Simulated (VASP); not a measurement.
Set up this calculation in VASP 6.6.1, as the native input.

```yaml
Task: single point
Functional: PBE
Potentials_or_basis: VASP PAW PBE potentials, release 64 (Al, H)
Cutoff: 520 eV
k_mesh: 5 × 3 × 1
Occupations: gaussian, width 0.1 eV
Spin: no spin polarisation
Dipole_correction: yes
Further_INCAR_settings: LREAL = Auto; ALGO = Normal; EDIFF = 1e-07; NBANDS = 44
```

The structure of Al9H lies in POSCAR:

```
Al9H
1.0
    5.7070863109      0.0000000000      0.0000000000
   -1.4267715777      9.7014842373      0.0000000000
    0.0000000000      0.0000000000     22.7903703632
Al H
18 2
Direct
    0.2662216041      0.0648864163      0.1755127247
    0.7662216041      0.0648864163      0.1755127247
    0.3354806058      0.3419224231      0.2192029853
    0.8354806058      0.3419224231      0.2192029853
    0.1493324061      0.5973296244      0.2279410374
    0.6493324061      0.5973296244      0.2279410374
    0.4631842064      0.8527368258      0.2366790895
    0.9631842064      0.8527368258      0.2366790895
    0.0319772084      0.1277109167      0.2808262503
    0.5319772084      0.1277109167      0.2808262503
    0.0997917590      0.4042231279      0.3301071124
    0.5997917590      0.4042231279      0.3301071124
    0.4144000530      0.6596656505      0.3369822082
    0.9144000530      0.6596656505      0.3369822082
    0.2263076920      0.9110819249      0.3449259127
    0.7263076920      0.9110819249      0.3449259127
    0.2962427236      0.1814071990      0.3857054635
    0.7962427236      0.1814071990      0.3857054635
    0.2441401852      0.9110819249      0.4054506450
    0.7084751988      0.9110819249      0.4054506450
```

One way to write it, as run:

INCAR

```
SYSTEM = Al9H
PREC = Accurate ; ENCUT = 520
EDIFF = 1E-7 ; ISMEAR = 0
SIGMA = 0.1 ; LREAL = Auto
LASPH = .TRUE. ; NELM = 80
ALGO = Normal ; ISIF = 2
LWAVE = .FALSE. ; LCHARG = .FALSE.
LDIPOL = .TRUE. ; IDIPOL = 3
DIPOL = 0.5 0.5 0.294 ; GGA = PE
NBANDS = 44
```

KPOINTS

```
regular mesh
0
G
  5 3 1
  0 0 0
```

Potentials or basis: VASP PAW PBE potentials, release 64 (Al, H).

Run with:

```sh
$ cat potpaw_PBE.64/Al/POTCAR potpaw_PBE.64/H/POTCAR > POTCAR
$ mpirun -np 1 vasp_std > vasp.out
```

Results of the run:

- Largest force: 4.527 eV/Å
- Band gap on the k mesh: zero (bands 28 and 29 overlap by 0.71 eV)

Run time: 16 min on 1 thread of Intel(R) Xeon(R) 6975P-C (Granite Rapids), with other jobs on the host, peak memory 1.2 GiB.
